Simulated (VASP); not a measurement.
A run of VASP 6.6.1:

Contents of INCAR:

```
ALGO = Normal
EDIFF = 1E-6
ENCUT = 520
GGA = PE
ISIF = 2
ISMEAR = 0
LASPH = T
LCHARG = T
LELF = T
LREAL = Auto
LVHAR = T
LWAVE = F
NBANDS = 72
NELM = 60
PREC = Accurate
SIGMA = 0.15
```

The input KPOINTS:

```
k-points
0
Gamma
  9 9 3
```

File POSCAR:

```
TaSi2
1.0
   -4.8057071671      0.0000000000      0.0000000000
   -2.4028535835     -4.1618644899      0.0000000000
    0.0000000000      0.0000000000     13.9446946197
Ta Si
6 12
Direct
    0.5000000000      1.0000000000      0.0788671123
    0.5000000000      1.0000000000      0.5519751645
    0.0000000000      0.5000000000      0.2365697964
    0.0000000000      0.5000000000      0.7096778485
    0.5000000000      0.5000000000      0.8673805326
    0.5000000000      0.5000000000      0.3942724804
    0.1589210529      0.6821578943      0.0788671123
    0.1589210529      0.6821578943      0.5519751645
    0.3178421057      0.8410789471      0.2365697964
    0.3178421057      0.8410789471      0.7096778485
    0.1589210529      0.1589210529      0.8673805326
    0.1589210529      0.1589210529      0.3942724804
    0.8410789471      0.3178421057      0.0788671123
    0.8410789471      0.3178421057      0.5519751645
    0.6821578943      0.1589210529      0.2365697964
    0.6821578943      0.1589210529      0.7096778485
    0.8410789471      0.8410789471      0.8673805326
    0.8410789471      0.8410789471      0.3942724804
```

Potentials or basis: VASP PAW PBE potentials, release 64 (Ta_pv, Si).

Run with:

```sh
$ cat potpaw_PBE.64/Ta_pv/POTCAR potpaw_PBE.64/Si/POTCAR > POTCAR
$ mpirun -np 1 vasp_std > vasp.out
```

Hardware: 1 thread of AMD EPYC 9R45 96-Core Processor (Zen 5), with other jobs on the host.

Q: How long does it take, and how much memory?

A: It took 18 min on 1 thread of AMD EPYC 9R45 96-Core Processor (Zen 5), on a shared host, peak memory 0.72 GiB. Counts: scf iterations 17, k points 50.
